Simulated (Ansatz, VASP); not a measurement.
# Two plane-wave programs on IrSe

```xyz
2
Lattice="0.0000 2.7821 2.7821 2.7821 0.0000 2.7821 2.7821 2.7821 0.0000" Properties=species:S:1:pos:R:3 pbc="T T T"
Ir    0.0000    0.0000    0.0000
Se    1.3910    1.3910    1.3910
```

Alike in both runs: task single point; functional PBEsol; k mesh 10 × 10 × 10; occupations gaussian, width 0.05 eV; no spin polarisation.

|  | VASP | Ansatz |
| --- | --- | --- |
| version | VASP 6.6.1 | Ansatz 0.2.0 |
| potentials or method | VASP PAW PBE potentials, release 64 (Ir, Se), cutoff 520 eV | scalar-relativistic, plane waves, PAW |
| valence electrons in the cell | 15 | 33 |

```csv
,VASP,Ansatz,Ansatz less VASP
gap on the k mesh at the Fermi level (eV),none,none,-
pressure (GPa),-4.5,-5.0,-0.47
```

VASP's potentials were made for PBE, not for PBEsol. A gap of «none» marks a metal or a gap that the smearing closes. With one functional, cell and mesh, what is left measures potentials, basis and numerics. VASP's potentials hold 15 valence electrons a cell and Ansatz's 33, so a difference there can come from the potentials and not from the codes.

Neither program's run includes spin-orbit coupling.
